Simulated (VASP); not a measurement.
Input of a VASP 6.6.1 run:

File INCAR:

```
  PREC = Accurate
  ENCUT = 520
  EDIFF = 1E-7
  ISMEAR = 0
  SIGMA = 0.02
  LREAL = F
  LASPH = T
  NELM = 80
  ALGO = Normal
  ISIF = 2
  LWAVE = F
  LCHARG = F
  LDIPOL = T
  IDIPOL = 3
  DIPOL = 0.5 0.5 0.500
  GGA = PE
  IVDW = 12
  IBRION = 2
  NSW = 60
  EDIFFG = -0.01
```

Contents of KPOINTS:

```
regular mesh
0
Gamma
  6 6 1
```

File POSCAR:

```
Bi2Te3
1.0
    4.2627438416      0.0000000000      0.0000000000
   -2.1313719208      3.6916444567      0.0000000000
    0.0000000000      0.0000000000     41.0301608556
Te Bi
3 2
Direct
    0.0000000000      0.0000000000      0.4076965287
    0.6666666667      0.3333333333      0.5000000000
    0.3333333333      0.6666666667      0.5923034713
    0.3333333333      0.6666666667      0.4501853782
    0.0000000000      0.0000000000      0.5498146218
```

Potentials or basis: VASP PAW PBE potentials, release 64 (Te, Bi_d).

Command:

```bash
$ cat potpaw_PBE.64/Te/POTCAR potpaw_PBE.64/Bi_d/POTCAR > POTCAR
$ mpirun -np 1 vasp_std > vasp.out
```

**Question.** Predict the energy gained by relaxing.

**Answer.** 3.9 meV/atom.

**Question.** Estimate the band gap on the k mesh.

**Answer.** 1.31 eV (least direct gap 1.45 eV).

**Question.** Predict the dispersion energy per atom.

**Answer.** -0.368 eV.

The path:
| step | energy change (eV) | largest force (eV/Å) | pressure (GPa) |
| --- | --- | --- | --- |
| 1 | 0.0000 | 0.3036 | 0.55 |
| 2 | -0.0073 | 0.1669 | 0.48 |
| 3 | -0.0091 | 0.1645 | 0.42 |
| 4 | -0.0120 | 0.1420 | 0.39 |
| 5 | -0.0180 | 0.0773 | 0.30 |
| 6 | -0.0170 | 0.0530 | 0.14 |
| 7 | -0.0196 | 0.0205 | 0.23 |
| 8 | -0.0196 | 0.0236 | 0.23 |
| 9 | -0.0197 | 0.0155 | 0.25 |
| 10 | -0.0197 | 0.0017 | 0.24 |

Caveat: the cell differs from its parent crystal (biaxial strain -0.020); spin-orbit coupling is left out, which moves the levels of the heavy elements.
